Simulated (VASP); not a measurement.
## InP: single point with r2SCAN+D4

Crystal: InP.

```
In P
1.0
     0.00000    2.92405    2.92405
     2.92405    0.00000    2.92405
     2.92405    2.92405    0.00000
In P
1 1
Direct
  0.00000 0.00000 0.00000
  0.75000 0.75000 0.75000
```

This cell differs from its parent crystal: volume scaled by 0.98.

```
Program                : VASP 6.6.1
Task                   : single point
Functional             : r2SCAN
Dispersion             : D4
Potentials or basis    : VASP PAW PBE potentials, release 64 (In_d, P)
Cutoff                 : 520 eV
k mesh                 : 8 × 8 × 8
Occupations            : gaussian, width 0.05 eV
Spin                   : no spin polarisation
Dipole correction      : no
Further INCAR settings : ALGO = Normal; EDIFF = 1e-06; NBANDS = 16
```

- Pressure: 1.4 GPa
- Band gap on the k mesh: 1.21 eV, direct
- Dispersion energy per atom: -0.120 eV

Levels at points of the mesh, in eV from the valence-band top:
| k point | band 7 | band 8 | band 9 | band 10 | band 11 | band 12 |
| --- | --- | --- | --- | --- | --- | --- |
| (0.00, 0.00, 0.00) | 0.00 | 0.00 | 0.00 | 1.21 | 4.44 | 4.44 |
| (0.50, 0.00, 0.00) | -5.92 | -1.02 | -1.02 | 1.88 | 5.16 | 5.16 |
| (0.50, 0.50, 0.00) | -5.91 | -2.43 | -2.43 | 2.00 | 2.55 | 9.93 |

Wall time 96 s on 1 thread of Intel Xeon 8259CL, on a shared host, peak memory 0.19 GiB.

Caveat: the PAW data sets were made with another functional, which shifts forces and pressure a little; spin-orbit coupling is left out, which moves the levels of the heavy elements.
